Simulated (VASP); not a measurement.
# LiF (P6_3mc) in VASP: a series of runs, part 2 of 2

VASP 6.6.1. Earlier steps stand in the parts before.

## (3) Single point, PBE (volume 9.126 Å^3 an atom, c/a of the conventional cell 1.7691)

The input, INCAR:

```
PREC     = Accurate       # precision mode
ENCUT    = 520            # plane-wave cutoff, eV
EDIFF    = 1E-6           # SCF threshold, eV
ISMEAR   = 0              # smearing method
SIGMA    = 0.05           # smearing width, eV
LREAL    = F              # projectors in reciprocal space
LASPH    = T              # aspherical terms in the spheres
NELM     = 60             # most SCF steps
ALGO     = Normal         # electronic algorithm
ISIF     = 2              # what is computed and relaxed
LWAVE    = F              # write WAVECAR
LCHARG   = F              # write CHGCAR
GGA      = PE             # functional
NBANDS   = 18             # bands
```

The input, KPOINTS:

```
regular mesh
0
Gamma
  9 9 6
```

The input, POSCAR:

```
LiF
1.0
    2.8775252764      0.0000000000      0.0000000000
   -1.4387626382      2.4920099894      0.0000000000
    0.0000000000      0.0000000000      5.0906299664
Li F
2 2
Direct
    0.3333333333      0.6666666667      0.3810713234
    0.6666666667      0.3333333333      0.8810713234
    0.3333333333      0.6666666667      0.9939266766
    0.6666666667      0.3333333333      0.4939266766
```

Potentials or basis: VASP PAW PBE potentials, release 64 (Li_sv, F).

The run is started by

```console
> cat potpaw_PBE.64/Li_sv/POTCAR potpaw_PBE.64/F/POTCAR > POTCAR
> mpirun -np 1 vasp_std > vasp.out
```

OUTCAR:

```text
PREC = Accurate
   ENCUT = 520
   EDIFF = 1E-6
   ISMEAR = 0
   LREAL = F
   LASPH = T
   NELM = 60
   ISIF = 2
   GGA = PE

 ion  position               nearest neighbor table
   1  0.333  0.667  0.381-   4 1.76   4 1.76   4 1.76   3 1.97
   2  0.667  0.333  0.881-   3 1.76   3 1.76   3 1.76   4 1.97
   3  0.333  0.667  0.994-   2 1.76   2 1.76   2 1.76   1 1.97
   4  0.667  0.333  0.494-   1 1.76   1 1.76   1 1.76   2 1.97

  LATTYP: Found a hexagonal cell.
 ALAT       =     2.8775252764
 C/A-ratio  =     1.7691000000

  Lattice vectors:

 A1 = (   2.8775252764,   0.0000000000,   0.0000000000)
 A2 = (  -1.4387626382,   2.4920099894,   0.0000000000)
 A3 = (   0.0000000000,   0.0000000000,   5.0906299664)

Analysis of symmetry for initial positions (statically):
=====================================================================
 Subroutine PRICEL returns:
 Original cell was already a primitive cell.

 Routine SETGRP: Setting up the symmetry group for a
 hexagonal supercell.
[... 168 lines left out ...]
  ext. energy  EPLUGINS =         0.00000000
  ---------------------------------------------------
  free energy    TOTEN  =       -19.02443520 eV

  energy without entropy =      -19.02443520  energy(sigma->0) =      -19.02443520

 E-fermi :  -1.8967     XC(G=0):  -9.1997

 val. band max:       -2.1365498974   @ k =   0.0000   0.0000   0.0000
 cond. band min:       6.1453015469   @ k =   0.0000   0.0000   0.0000
 fundamental gap:      8.2818514443
 Fermi energy:        -1.8966980572

 k-point     1 :       0.0000    0.0000    0.0000
  band No.  band energies     occupation
      1     -42.2743      2.00000
      2     -42.2355      2.00000
      3     -21.6362      2.00000
      4     -21.4526      2.00000
      5      -4.4468      2.00000
      6      -2.3446      2.00000
[... 481 lines left out ...]
      5      -4.2800      2.00000
      6      -3.5573      2.00000
[... 10 lines left out ...]
     17      17.2108      0.00000
     18      20.6518      0.00000

 [... further k-points ...]
[... 5 lines left out ...]
  --------------------------------------------------------------------------------------
  -------------------------------------------------------------------------------------
  Total        3.5076318      3.5076318      0.0626008      0.0000000     -0.0000000      0.0000000
  in kB      153.9515725    153.9515725      2.7475766      0.0000000     -0.0000000      0.0000000
  external PRESSURE =     103.5502405 kB  Pullay stress =       0.0000000 kB

 VOLUME and BASIS-vectors are now :
 -----------------------------------------------------------------------------
  energy-cutoff  :      520.00
  volume of cell :       36.50
      direct lattice vectors                 reciprocal lattice vectors
     2.877525276  0.000000000  0.000000000     0.347520840  0.200641250  0.000000000
    -1.438762638  2.492009989  0.000000000     0.000000000  0.401282501  0.000000000
     0.000000000  0.000000000  5.090629966     0.000000000  0.000000000  0.196439342

 POSITION                                       TOTAL-FORCE (eV/Angst)
 -----------------------------------------------------------------------------------
     -0.00000      1.66134      1.93989         0.000000     -0.000000     -0.507662
      1.43876      0.83067      4.48521         0.000000     -0.000000     -0.507662
     -0.00000      1.66134      5.05971        -0.000000      0.000000      0.507662
      1.43876      0.83067      2.51440         0.000000     -0.000000      0.507662
 -----------------------------------------------------------------------------------
    total drift:                                0.000000      0.000000     -0.001309

  FREE ENERGIE OF THE ION-ELECTRON SYSTEM (eV)
  ---------------------------------------------------
  free  energy   TOTEN  =       -19.0244352019 eV

  energy  without entropy=      -19.0244352019  energy(sigma->0) =      -19.02443520
```

OSZICAR:

```text
N       E                     dE             d eps       ncg     rms          rms(c)
DAV:   1     0.120408894153E+03    0.12041E+03   -0.10999E+04  1736   0.122E+03
DAV:   2    -0.102156262141E+02   -0.13062E+03   -0.12800E+03  1970   0.305E+02
DAV:   3    -0.204310224990E+02   -0.10215E+02   -0.10157E+02  3296   0.620E+01
DAV:   4    -0.205010963037E+02   -0.70074E-01   -0.70008E-01  2270   0.694E+00
DAV:   5    -0.205016795669E+02   -0.58326E-03   -0.58319E-03  2288   0.519E-01    0.752E+00
DAV:   6    -0.189564372669E+02    0.15452E+01   -0.40636E+00  1830   0.156E+01    0.220E+00
DAV:   7    -0.189868328317E+02   -0.30396E-01   -0.15583E-01  1980   0.276E+00    0.151E+00
DAV:   8    -0.190253977465E+02   -0.38565E-01   -0.65333E-02  1988   0.245E+00    0.415E-01
DAV:   9    -0.190235584007E+02    0.18393E-02   -0.87718E-03  2402   0.769E-01    0.984E-02
DAV:  10    -0.190244307460E+02   -0.87235E-03   -0.11987E-03  1870   0.249E-01    0.330E-02
DAV:  11    -0.190244321888E+02   -0.14428E-05   -0.35594E-05  2444   0.576E-02    0.749E-03
DAV:  12    -0.190244349646E+02   -0.27757E-05   -0.60486E-06  1870   0.208E-02    0.168E-03
DAV:  13    -0.190244352019E+02   -0.23736E-06   -0.22635E-07  1742   0.412E-03
   1 F= -.19024435E+02 E0= -.19024435E+02  d E =-.132423E-13
```

Run time: 60 s. Hardware: 1 thread of AMD EPYC 7R13, shared host; peak memory 0.13 GiB.

What came out:

```yaml
Free_energy: -19.0244 eV
Largest_force: 0.508 eV/Å
Band_gap_on_the_k_mesh: 8.28 eV, direct
```

Forces on the atoms (eV/Å):
```
Li   0.000  0.000 -0.508
Li   0.000  0.000 -0.508
F    0.000  0.000  0.508
F    0.000  0.000  0.508
```

Levels at points of the mesh, in eV from the valence-band top:
| k point | band 8 | band 9 | band 10 | band 11 | band 12 | band 13 |
| --- | --- | --- | --- | --- | --- | --- |
| (0.00, 0.00, 0.00) | -0.10 | 0.00 | 0.00 | 8.28 | 12.07 | 15.73 |
| (0.00, 0.00, 0.50) | -0.10 | -0.10 | -0.10 | 9.91 | 9.91 | 17.53 |

Caveat: the cutoff is under 1.25 times the usual one of these potentials, so pressure, stress and relaxed cells hold a basis-set (Pulay) error. A k mesh can miss the band edges.

## (4) Single point, PBE (volume 9.126 Å^3 an atom, c/a of the conventional cell 1.6656)

The input, INCAR:

```
PREC = Accurate
ENCUT = 520
EDIFF = 1E-6
ISMEAR = 0
SIGMA = 0.05
LREAL = F
LASPH = T
NELM = 80
ALGO = Normal
ISIF = 2
LWAVE = F
LCHARG = T
GGA = PE
LELF = T
LVHAR = T
NBANDS = 18
```

KPOINTS is that of step 3.

The input, POSCAR:

```
LiF
1.0
    2.9359345560      0.0000000000      0.0000000000
   -1.4679672780      2.5425939094      0.0000000000
    0.0000000000      0.0000000000      4.8900925965
Li F
2 2
Direct
    0.3333333333      0.6666666667      0.3810713234
    0.6666666667      0.3333333333      0.8810713234
    0.3333333333      0.6666666667      0.9939266766
    0.6666666667      0.3333333333      0.4939266766
```

Potentials or basis: VASP PAW PBE potentials, release 64 (Li_sv, F).

The run is started by

```console
> cat potpaw_PBE.64/Li_sv/POTCAR potpaw_PBE.64/F/POTCAR > POTCAR
> mpirun -np 1 vasp_std > vasp.out
```

OUTCAR:

```text
PREC = Accurate
   ENCUT = 520
   EDIFF = 1E-6
   ISMEAR = 0
   LREAL = F
   LASPH = T
   NELM = 80
   ISIF = 2
   GGA = PE

 ion  position               nearest neighbor table
   1  0.333  0.667  0.381-   4 1.78   4 1.78   4 1.78   3 1.89
   2  0.667  0.333  0.881-   3 1.78   3 1.78   3 1.78   4 1.89
   3  0.333  0.667  0.994-   2 1.78   2 1.78   2 1.78   1 1.89
   4  0.667  0.333  0.494-   1 1.78   1 1.78   1 1.78   2 1.89

  LATTYP: Found a hexagonal cell.
 ALAT       =     2.9359345560
 C/A-ratio  =     1.6656000000

  Lattice vectors:

 A1 = (   2.9359345560,   0.0000000000,   0.0000000000)
 A2 = (  -1.4679672780,   2.5425939094,   0.0000000000)
 A3 = (   0.0000000000,   0.0000000000,   4.8900925965)

Analysis of symmetry for initial positions (statically):
=====================================================================
 Subroutine PRICEL returns:
 Original cell was already a primitive cell.

 Routine SETGRP: Setting up the symmetry group for a
 hexagonal supercell.
[... 168 lines left out ...]
  ext. energy  EPLUGINS =         0.00000000
  ---------------------------------------------------
  free energy    TOTEN  =       -19.13134362 eV

  energy without entropy =      -19.13134362  energy(sigma->0) =      -19.13134362

 E-fermi :  -1.8563     XC(G=0):  -9.2090

 val. band max:       -2.1388707223   @ k =   0.0000   0.0000   0.0000
 cond. band min:       6.2081487469   @ k =   0.0000   0.0000   0.0000
 fundamental gap:      8.3470194692
 Fermi energy:        -1.8563336773

 k-point     1 :       0.0000    0.0000    0.0000
  band No.  band energies     occupation
      1     -42.2763      2.00000
      2     -42.2275      2.00000
      3     -21.6388      2.00000
      4     -21.4128      2.00000
      5      -4.4648      2.00000
      6      -2.4634      2.00000
[... 481 lines left out ...]
      5      -4.2894      2.00000
      6      -3.4252      2.00000
[... 10 lines left out ...]
     17      17.2120      0.00000
     18      20.4356      0.00000

 [... further k-points ...]
[... 5 lines left out ...]
  --------------------------------------------------------------------------------------
  -------------------------------------------------------------------------------------
  Total        2.6975150      2.6975150      0.8395766      0.0000000     -0.0000000      0.0000000
  in kB      118.3951716    118.3951716     36.8494022      0.0000000     -0.0000000      0.0000000
  external PRESSURE =      91.2132485 kB  Pullay stress =       0.0000000 kB

 VOLUME and BASIS-vectors are now :
 -----------------------------------------------------------------------------
  energy-cutoff  :      520.00
  volume of cell :       36.50
      direct lattice vectors                 reciprocal lattice vectors
     2.935934556  0.000000000  0.000000000     0.340607047  0.196649570  0.000000000
    -1.467967278  2.542593909  0.000000000     0.000000000  0.393299141  0.000000000
     0.000000000  0.000000000  4.890092596     0.000000000  0.000000000  0.204495105

 POSITION                                       TOTAL-FORCE (eV/Angst)
 -----------------------------------------------------------------------------------
     -0.00000      1.69506      1.86347         0.000000      0.000000     -0.286494
      1.46797      0.84753      4.30852        -0.000000      0.000000     -0.286494
     -0.00000      1.69506      4.86039        -0.000000      0.000000      0.286494
      1.46797      0.84753      2.41535         0.000000      0.000000      0.286494
 -----------------------------------------------------------------------------------
    total drift:                                0.000000      0.000000     -0.004633

  FREE ENERGIE OF THE ION-ELECTRON SYSTEM (eV)
  ---------------------------------------------------
  free  energy   TOTEN  =       -19.1313436219 eV

  energy  without entropy=      -19.1313436219  energy(sigma->0) =      -19.13134362
```

stdout:

```text
POSCAR found type information on POSCAR LiF
 POSCAR found :  2 types and       4 ions
 scaLAPACK will be used
 LDA part: xc-table for (Slater+PW92), standard interpolation
 POSCAR, INCAR and KPOINTS ok, starting setup
 FFT: planning ... GRIDC
 FFT: planning ... GRID_SOFT
 FFT: planning ... GRID
 WAVECAR not read
 entering main loop
```

Wall time 58 s (1 thread of AMD EPYC 7R13, shared host); peak memory 0.13 GiB.

What came out:

```yaml
Free_energy: -19.1313 eV
Largest_force: 0.286 eV/Å
Band_gap_on_the_k_mesh: 8.35 eV, direct
```

Forces on the atoms (eV/Å):
```
Li   0.000  0.000 -0.286
Li   0.000  0.000 -0.286
F    0.000  0.000  0.286
F    0.000  0.000  0.286
```

Levels at points of the mesh, in eV from the valence-band top:
```csv
k point,band 8,band 9,band 10,band 11,band 12,band 13
"(0.00, 0.00, 0.00)",-0.05,-0.05,0.00,8.35,12.40,15.96
"(0.00, 0.00, 0.50)",-0.19,-0.19,-0.19,10.03,10.03,17.99
```

Caveat: the cutoff is under 1.25 times the usual one of these potentials, so pressure, stress and relaxed cells hold a basis-set (Pulay) error.

## (5) Single point, PBE (volume 9.126 Å^3 an atom, c/a of the conventional cell 1.3900)

The input, INCAR:

```
PREC     = Accurate       # precision mode
ENCUT    = 520            # plane-wave cutoff, eV
EDIFF    = 1E-6           # SCF threshold, eV
ISMEAR   = 0              # smearing method
SIGMA    = 0.05           # smearing width, eV
LREAL    = False          # projectors in reciprocal space
LASPH    = True           # aspherical terms in the spheres
NELM     = 100            # most SCF steps
ALGO     = Normal         # electronic algorithm
ISIF     = 2              # what is computed and relaxed
LWAVE    = False          # write WAVECAR
LCHARG   = True           # write CHGCAR
GGA      = PE             # functional
LELF     = True           # ELF
LVHAR    = True         
NBANDS   = 18             # bands
```

The input, KPOINTS:

```
Automatic mesh
0
Gamma
  9 9 6
```

The input, POSCAR:

```
LiF
1.0
    3.1183989433      0.0000000000      0.0000000000
   -1.5591994716      2.7006127040      0.0000000000
    0.0000000000      0.0000000000      4.3345745311
Li F
2 2
Direct
    0.3333333333      0.6666666667      0.3810713234
    0.6666666667      0.3333333333      0.8810713234
    0.3333333333      0.6666666667      0.9939266766
    0.6666666667      0.3333333333      0.4939266766
```

Potentials or basis: VASP PAW PBE potentials, release 64 (Li_sv, F).

The run is started by

```console
> cat potpaw_PBE.64/Li_sv/POTCAR potpaw_PBE.64/F/POTCAR > POTCAR
> mpirun -np 1 vasp_std > vasp.out
```

OUTCAR:

```text
PREC = Accurate
   ENCUT = 520
   EDIFF = 1E-6
   ISMEAR = 0
   LREAL = False
   LASPH = True
   NELM = 100
   ISIF = 2
   GGA = PE

 ion  position               nearest neighbor table
   1  0.333  0.667  0.381-   3 1.68   4 1.87   4 1.87   4 1.87
   2  0.667  0.333  0.881-   4 1.68   3 1.87   3 1.87   3 1.87
   3  0.333  0.667  0.994-   1 1.68   2 1.87   2 1.87   2 1.87
   4  0.667  0.333  0.494-   2 1.68   1 1.87   1 1.87   1 1.87

  LATTYP: Found a hexagonal cell.
 ALAT       =     3.1183989433
 C/A-ratio  =     1.3900000000

  Lattice vectors:

 A1 = (   3.1183989433,   0.0000000000,   0.0000000000)
 A2 = (  -1.5591994716,   2.7006127040,   0.0000000000)
 A3 = (   0.0000000000,   0.0000000000,   4.3345745311)

Analysis of symmetry for initial positions (statically):
=====================================================================
 Subroutine PRICEL returns:
 Original cell was already a primitive cell.

 Routine SETGRP: Setting up the symmetry group for a
 hexagonal supercell.

 Subroutine GETGRP returns: Found 12 space group operations
[... 173 lines left out ...]

 val. band max:       -1.9643675552   @ k =   0.0000   0.0000   0.0000
 cond. band min:       6.1643295832   @ k =   0.0000   0.0000   0.0000
 fundamental gap:      8.1286971384
 Fermi energy:        -1.6691721959

 k-point     1 :       0.0000    0.0000    0.0000
  band No.  band energies     occupation
      1     -42.3067      2.00000
      2     -42.2223      2.00000
      3     -21.6501      2.00000
      4     -21.2864      2.00000
      5      -4.4596      2.00000
      6      -2.7976      2.00000
[... 481 lines left out ...]
      5      -4.3460      2.00000
      6      -3.5031      2.00000
[... 10 lines left out ...]
     17      17.6717      0.00000
     18      20.0905      0.00000

 [... further k-points ...]

------------------------ aborting loop because EDIFF is reached ----------------------------------------

  FORCE on cell =-STRESS in cart. coord.  units (eV):
  Direction    XX          YY          ZZ          XY          YZ          ZX
  --------------------------------------------------------------------------------------
  -------------------------------------------------------------------------------------
  Total        0.9271513      0.9271513      4.9003415      0.0000000      0.0000000      0.0000000
  in kB       40.6930984     40.6930984    215.0782377      0.0000000      0.0000000      0.0000000
  external PRESSURE =      98.8214782 kB  Pullay stress =       0.0000000 kB

 VOLUME and BASIS-vectors are now :
 -----------------------------------------------------------------------------
  energy-cutoff  :      520.00
  volume of cell :       36.50
      direct lattice vectors                 reciprocal lattice vectors
     3.118398943  0.000000000  0.000000000     0.320677379  0.185143171  0.000000000
    -1.559199472  2.700612704  0.000000000     0.000000000  0.370286342  0.000000000
     0.000000000  0.000000000  4.334574531     0.000000000  0.000000000  0.230703150

 POSITION                                       TOTAL-FORCE (eV/Angst)
 -----------------------------------------------------------------------------------
     -0.00000      1.80041      1.65178         0.000000      0.000000      1.020151
      1.55920      0.90020      3.81907        -0.000000      0.000000      1.020151
     -0.00000      1.80041      4.30825         0.000000     -0.000000     -1.020151
      1.55920      0.90020      2.14096        -0.000000      0.000000     -1.020151
 -----------------------------------------------------------------------------------
    total drift:                                0.000001      0.000002      0.010746

  FREE ENERGIE OF THE ION-ELECTRON SYSTEM (eV)
  ---------------------------------------------------
  free  energy   TOTEN  =       -19.0246365449 eV

  energy  without entropy=      -19.0246365449  energy(sigma->0) =      -19.02463654
```

It took 47 s on 1 thread of AMD EPYC 7R13, shared host; peak memory 0.12 GiB.

Results:

- Free energy: -19.0246 eV
- Largest force: 1.020 eV/Å
- Band gap on the k mesh: 8.13 eV, direct

Forces in eV/Å, atoms in the order of the input:
```
Li   0.000  0.000  1.020
Li   0.000  0.000  1.020
F    0.000  0.000 -1.020
F    0.000  0.000 -1.020
```

Levels at points of the mesh, in eV from the valence-band top:
| k point | band 6 | band 7 | band 8 | band 9 | band 10 | band 11 | band 12 | band 13 | band 14 | band 15 |
| --- | --- | --- | --- | --- | --- | --- | --- | --- | --- | --- |
| (0.00, 0.00, 0.00) | -0.83 | -0.83 | -0.27 | -0.27 | 0.00 | 8.13 | 13.30 | 16.73 | 18.17 | 18.17 |
| (0.00, 0.00, 0.50) | -1.24 | -0.55 | -0.55 | -0.55 | -0.55 | 10.05 | 10.05 | 18.43 | 18.43 | 18.43 |

Caveat: the cutoff is under 1.25 times the usual one of these potentials, so pressure, stress and relaxed cells hold a basis-set (Pulay) error; forces of over 1 eV/Å act on the atoms, so gaps and moduli don't describe the material at rest.

## (6) Summary

```csv
cell,gap on the mesh (eV),largest force (eV/Å)
"a = 2.862, b = 2.862, c = 4.913 Å, angles 90.0, 90.0, 120.0°, 4 atoms",8.62,0.49
"a = 2.878, b = 2.878, c = 5.091 Å, angles 90.0, 90.0, 120.0°, 4 atoms",8.28,0.51
"a = 2.936, b = 2.936, c = 4.890 Å, angles 90.0, 90.0, 120.0°, 4 atoms",8.35,0.29
"a = 3.118, b = 3.118, c = 4.335 Å, angles 90.0, 90.0, 120.0°, 4 atoms",8.13,1.02
```

Alike in all rows: task single point; level PBE; potentials or basis VASP PAW PBE potentials, release 64 (Li_sv, F); no spin polarisation; k mesh 9 × 9 × 6; cutoff (eV) 520; smearing gaussian 0.05 eV.

Caveats: the cutoff is under 1.25 times the usual one of these potentials, so pressure, stress and relaxed cells hold a basis-set (Pulay) error; forces of over 1 eV/Å act on the atoms, so gaps and moduli don't describe the material at rest (some runs).

Total energies depend on the potentials used, so only differences within one code and one set of settings carry meaning.
